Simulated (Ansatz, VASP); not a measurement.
## Al: VASP beside Ansatz

```
Al
1.0
    -1.63100    1.63100    1.59122
     1.63100   -1.63100    1.59122
     1.63100    1.63100   -1.59122
Al
1
Direct
  0.00000 0.00000 0.00000
```

Change from the starting cell: strain +0.025 along x and y, +0.000 along z, atoms carried along.

Alike in both runs: task single point; functional PBEsol; k mesh 20 × 20 × 20; occupations gaussian, width 0.15 eV; no spin polarisation.

|  | VASP | Ansatz |
| --- | --- | --- |
| version | VASP 6.6.1 | Ansatz 0.2.0 |
| potentials or method | VASP PAW PBE potentials, release 64 (Al), cutoff 520 eV | scalar-relativistic, plane waves, PAW |
| valence electrons in the cell | 3 | 3 |

Ansatz gave:

* gap on the k mesh at the Fermi level (eV): none
* pressure (GPa): -1.5
* traceless stress, the component that is largest in VASP (GPa): -0.54

Task: What did VASP give for the same quantities?

Result: gap on the k mesh at the Fermi level (eV): none; pressure (GPa): -1.4; traceless stress, the component that is largest in VASP (GPa): -0.54.

VASP's potentials were made for PBE, not for PBEsol. A gap of «none» marks a metal or a gap that the smearing closes.
